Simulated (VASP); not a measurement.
# AgCl (Pm-3m) in VASP: further runs, part 3 of 3

VASP 6.6.1. The steps go on from the part before.

## (4) Single point, PBEsol

This run uses another cell than the first one, of 19.44 Å³/atom.

INCAR

```
ALGO     = Normal         # electronic algorithm
EDIFF    = 1E-6           # SCF threshold, eV
ENCUT    = 520            # plane-wave cutoff, eV
GGA      = PS             # functional
ISIF     = 2              # what is computed and relaxed
ISMEAR   = 0              # smearing method
LASPH    = True           # aspherical terms in the spheres
LCHARG   = False          # write CHGCAR
LREAL    = False          # projectors in reciprocal space
LWAVE    = False          # write WAVECAR
NBANDS   = 16             # bands
NELM     = 80             # most SCF steps
PREC     = Accurate       # precision mode
SIGMA    = 0.01           # smearing width, eV
```

KPOINTS

```
k-points
0
Gamma
  6 6 6
```

POSCAR

```
AgCl
1.0
    3.3875622702      0.0000000000      0.0000000000
    0.0000000000      3.3875622702      0.0000000000
    0.0000000000      0.0000000000      3.3875622702
Ag Cl
1 1
Direct
    0.0000000000      0.0000000000      0.0000000000
    0.5000000000      0.5000000000      0.5000000000
```

Potentials or basis: VASP PAW PBE potentials, release 64 (Ag, Cl).

The run is started by

```
$ cat potpaw_PBE.64/Ag/POTCAR potpaw_PBE.64/Cl/POTCAR > POTCAR
$ mpirun -np 1 vasp_std > vasp.out
```

OUTCAR:

```text
EDIFF = 1E-6
   ENCUT = 520
   GGA = PS
   ISIF = 2
   ISMEAR = 0
   LASPH = True
   LREAL = False
   NELM = 80
   PREC = Accurate

 ion  position               nearest neighbor table
   1  0.000  0.000  0.000-   2 2.93   2 2.93   2 2.93   2 2.93   2 2.93   2 2.93   2 2.93   2 2.93

   2  0.500  0.500  0.500-   1 2.93   1 2.93   1 2.93   1 2.93   1 2.93   1 2.93   1 2.93   1 2.93

  LATTYP: Found a simple cubic cell.
 ALAT       =     3.3875622702

  Lattice vectors:

[... 561 lines left out ...]
------------------------ aborting loop because EDIFF is reached ----------------------------------------

  FORCE on cell =-STRESS in cart. coord.  units (eV):
  Direction    XX          YY          ZZ          XY          YZ          ZX
  --------------------------------------------------------------------------------------
  -------------------------------------------------------------------------------------
  Total       -0.7092223     -0.7092223     -0.7092223     -0.0000000     -0.0000000      0.0000000
  in kB      -29.2301557    -29.2301557    -29.2301557     -0.0000000     -0.0000000      0.0000000
  external PRESSURE =     -29.2301557 kB  Pullay stress =       0.0000000 kB

 VOLUME and BASIS-vectors are now :
 -----------------------------------------------------------------------------
  energy-cutoff  :      520.00
  volume of cell :       38.87
      direct lattice vectors                 reciprocal lattice vectors
     3.387562270  0.000000000  0.000000000     0.295197526  0.000000000  0.000000000
     0.000000000  3.387562270  0.000000000     0.000000000  0.295197526  0.000000000
     0.000000000  0.000000000  3.387562270     0.000000000  0.000000000  0.295197526

 POSITION                                       TOTAL-FORCE (eV/Angst)
 -----------------------------------------------------------------------------------
      0.00000      0.00000      0.00000         0.000000      0.000000      0.000000
      1.69378      1.69378      1.69378         0.000000      0.000000      0.000000
 -----------------------------------------------------------------------------------
    total drift:                               -0.000000      0.000000      0.000000

  FREE ENERGIE OF THE ION-ELECTRON SYSTEM (eV)
  ---------------------------------------------------
  free  energy   TOTEN  =        -5.8002747566 eV

  energy  without entropy=       -5.8002747566  energy(sigma->0) =       -5.80027476
```

stdout:

```text
POSCAR found type information on POSCAR AgCl
 POSCAR found :  2 types and       2 ions
 scaLAPACK will be used
 -----------------------------------------------------------------------------
|                                                                             |
|                                                                             |
|     You enforced a specific xc type in the INCAR file but a different       |
|     I HOPE YOU KNOW WHAT YOU ARE DOING!                                     |
|                                                                             |
 -----------------------------------------------------------------------------

 LDA part: xc-table for (Slater+PW92), standard interpolation
 POSCAR, INCAR and KPOINTS ok, starting setup
 FFT: planning ... GRIDC
 FFT: planning ... GRID_SOFT
 FFT: planning ... GRID
 WAVECAR not read
 entering main loop
```

Run time: 29 s. Hardware: 1 thread of Intel Xeon 8259CL, shared host; peak memory 0.16 GiB.

What came out:

* Free energy: -5.8003 eV
* Pressure: -2.9 GPa
* Band gap on the k mesh: 0.42 eV (least direct gap 2.08 eV)

Levels at points of the mesh, in eV from the valence-band top:
| k point | band 7 | band 8 | band 9 | band 10 | band 11 | band 12 |
| --- | --- | --- | --- | --- | --- | --- |
| (0.00, 0.00, 0.00) | -1.66 | -1.66 | -1.66 | 0.42 | 9.25 | 9.25 |
| (0.50, 0.00, 0.00) | -1.50 | 0.00 | 0.00 | 4.73 | 5.61 | 9.12 |
| (0.50, 0.50, 0.00) | -2.22 | -1.56 | -0.97 | 2.64 | 8.94 | 8.94 |
| (0.50, 0.50, 0.50) | -0.18 | -0.18 | -0.18 | 4.48 | 4.48 | 4.48 |

Caveat: the PAW data sets were made with another functional, which shifts forces and pressure a little. A k mesh can miss the band edges.

## (5) Single point, PBEsol

This run uses another cell than the first one, of 20.25 Å³/atom.

INCAR

```
PREC = Accurate
ENCUT = 520
EDIFF = 1E-6
ISMEAR = 0
SIGMA = 0.01
LREAL = False
LASPH = True
NELM = 100
ALGO = Normal
ISIF = 2
LWAVE = False
LCHARG = True
GGA = PS
LELF = True
LVHAR = True
NBANDS = 16
```

KPOINTS

```
Automatic mesh
0
Gamma
  6 6 6
```

POSCAR

```
AgCl
1.0
    3.4339730000      0.0000000000      0.0000000000
    0.0000000000      3.4339730000      0.0000000000
    0.0000000000      0.0000000000      3.4339730000
Ag Cl
1 1
Direct
    0.0000000000      0.0000000000      0.0000000000
    0.5000000000      0.5000000000      0.5000000000
```

The run is started by

```
$ cat potpaw_PBE.64/Ag/POTCAR potpaw_PBE.64/Cl/POTCAR > POTCAR
$ mpirun -np 1 vasp_std > vasp.out
```

Wall time 32 s (1 thread of Intel Xeon 8259CL, shared host); peak memory 0.16 GiB.

It converged, with:

* Free energy: -5.7623 eV
* Pressure: -4.7 GPa
* Band gap on the k mesh: 0.41 eV (least direct gap 1.93 eV)

Levels at points of the mesh, in eV from the valence-band top:
```
           k point  band 6  band 7  band 8  band 9  band 10  band 11  band 12  band 13
(0.00, 0.00, 0.00)   -1.80   -1.52   -1.52   -1.52     0.41     9.29     9.29    13.49
(0.50, 0.00, 0.00)   -1.75   -1.44    0.00    0.00     4.71     5.42     9.27     9.89
(0.50, 0.50, 0.00)   -2.09   -2.09   -1.50   -0.88     2.67     8.78     8.78    10.47
(0.50, 0.50, 0.50)   -1.48   -0.18   -0.18   -0.18     4.62     4.62     4.62     6.62
```

Caveat: the cell stands under tension; the PAW data sets were made with another functional, which shifts forces and pressure a little. A k mesh can miss the band edges.

## (6) Single point, PBEsol

This run uses another cell than the first one, of 21.06 Å³/atom.

INCAR

```
SYSTEM = AgCl
PREC = Accurate
ENCUT = 520
EDIFF = 1E-6
ISMEAR = 0
SIGMA = 0.01
LREAL = .FALSE.
LASPH = .TRUE.
NELM = 60
ALGO = Normal
ISIF = 2
LWAVE = .FALSE.
LCHARG = .FALSE.
GGA = PS
NBANDS = 16
```

KPOINTS

```
regular mesh
0
G
  6 6 6
  0 0 0
```

POSCAR

```
AgCl
1.0
    3.4791620374      0.0000000000      0.0000000000
    0.0000000000      3.4791620374      0.0000000000
    0.0000000000      0.0000000000      3.4791620374
Ag Cl
1 1
Direct
    0.0000000000      0.0000000000      0.0000000000
    0.5000000000      0.5000000000      0.5000000000
```

Potentials or basis: VASP PAW PBE potentials, release 64 (Ag, Cl).

The run is started by

```
$ cat potpaw_PBE.64/Ag/POTCAR potpaw_PBE.64/Cl/POTCAR > POTCAR
$ mpirun -np 1 vasp_std > vasp.out
```

Run time: 28 s. Hardware: 1 thread of Intel Xeon 8259CL, shared host; peak memory 0.16 GiB.

The run converged. Its results:

| Item | Value |
| --- | --- |
| Free energy | -5.7090 eV |
| Pressure | -6.0 GPa |
| Band gap on the k mesh | 0.40 eV (least direct gap 1.80 eV) |

Levels at points of the mesh, in eV from the valence-band top:
| k point | band 6 | band 7 | band 8 | band 9 | band 10 | band 11 | band 12 | band 13 |
| --- | --- | --- | --- | --- | --- | --- | --- | --- |
| (0.00, 0.00, 0.00) | -1.72 | -1.40 | -1.40 | -1.40 | 0.40 | 9.33 | 9.33 | 13.20 |
| (0.50, 0.00, 0.00) | -1.68 | -1.38 | 0.00 | 0.00 | 4.70 | 5.24 | 9.40 | 9.88 |
| (0.50, 0.50, 0.00) | -1.99 | -1.99 | -1.45 | -0.80 | 2.69 | 8.63 | 8.63 | 10.42 |
| (0.50, 0.50, 0.50) | -1.43 | -0.18 | -0.18 | -0.18 | 4.74 | 4.74 | 4.74 | 6.43 |

Caveat: the cell stands under tension; the PAW data sets were made with another functional, which shifts forces and pressure a little. A k mesh can miss the band edges.

## (7) Overview

| cell | gap on the mesh (eV) | pressure (GPa) |
| --- | --- | --- |
| a = 3.291 Å, 2 atoms | 0.48 | 2.5 |
| a = 3.340 Å, 2 atoms | 0.44 | -0.6 |
| a = 3.388 Å, 2 atoms | 0.42 | -2.9 |
| a = 3.434 Å, 2 atoms | 0.41 | -4.7 |
| a = 3.479 Å, 2 atoms | 0.40 | -6.0 |

Alike in all rows: task single point; level PBEsol; potentials or basis VASP PAW PBE potentials, release 64 (Ag, Cl); no spin polarisation; k mesh 6 × 6 × 6; cutoff (eV) 520; smearing gaussian 0.01 eV.

Caveats: the PAW data sets were made with another functional, which shifts forces and pressure a little; the cell stands under tension (at least some runs).

Absolute energies hang on the potentials; compare differences alone.
